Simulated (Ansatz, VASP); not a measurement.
# MgB2: VASP beside Ansatz

INCAR

```
  PREC = Accurate
  ENCUT = 600
  EDIFF = 1E-6
  ISMEAR = 0
  SIGMA = 0.1
  LREAL = F
  LASPH = T
  NELM = 120
  ALGO = Normal
  ISIF = 2
  LWAVE = F
  LCHARG = F
  GGA = PE
  NBANDS = 11
  GGA_COMPAT = F
```

Contents of KPOINTS:

```
regular mesh
0
Gamma
  6 6 6
```

File POSCAR:

```
MgB2
1.0
    3.0627620200      0.0000000000      0.0000000000
   -1.5313810100      2.6524298200      0.0000000000
    0.0000000000      0.0000000000      3.5208704500
Mg B
1 2
Direct
    0.0000000000      0.0000000000      0.0000000000
    0.6666666900      0.3333333400      0.5000000000
    0.3333333400      0.6666666900      0.5000000000
```

Input for Ansatz:

```yaml
crystal:
  lattice:
    - [3.06276202, 0.0, 0.0]
    - [-1.53138101, 2.65242982, 0.0]
    - [0.0, 0.0, 3.52087045]
  atoms:
    - { symbol: Mg, position: [0.0, 0.0, 0.0] }
    - { symbol: B, position: [0.66666669, 0.33333334, 0.5] }
    - { symbol: B, position: [0.33333334, 0.66666669, 0.5] }
basis:
  ecutwfc: 420
kpoints:
  mp_grid: { grid: [6, 6, 6] }
hamiltonian:
  xc: pbe
scf:
  occupations: { method: gaussian, width: 0.1 }
  lower_state_search: "off"
output:
  forces: true
  stress: true
  eigenvalues: true
```

Alike in both runs: task single point; functional PBE; k mesh 6 × 6 × 6; occupations gaussian, width 0.1 eV; no spin polarisation.

```csv
,VASP,Ansatz
version,VASP 6.6.1,Ansatz 0.2.0
potentials or method,"VASP PAW PBE potentials, release 64 (Mg, B), cutoff 600 eV","scalar-relativistic, plane waves, PAW"
valence electrons in the cell,8,16
```

Ansatz gave:

| Quantity | Value |
| --- | --- |
| gap on the k mesh at the Fermi level (eV) | none |
| pressure (GPa) | 1.7 |
| traceless stress, the component that is largest in VASP (GPa) | -3.06 |

Task: What did VASP give for the same quantities?

Result: gap on the k mesh at the Fermi level (eV): none; pressure (GPa): 1.5; traceless stress, the component that is largest in VASP (GPa): -3.20.

A gap of «none» marks a metal or a gap that the smearing closes. VASP's potentials hold 8 valence electrons a cell and Ansatz's 16, so a difference there can come from the potentials and not from the codes. Ansatz's warnings: structure snapped to symmetry.

The k mesh is coarse, so the values compare programs but aren't converged.
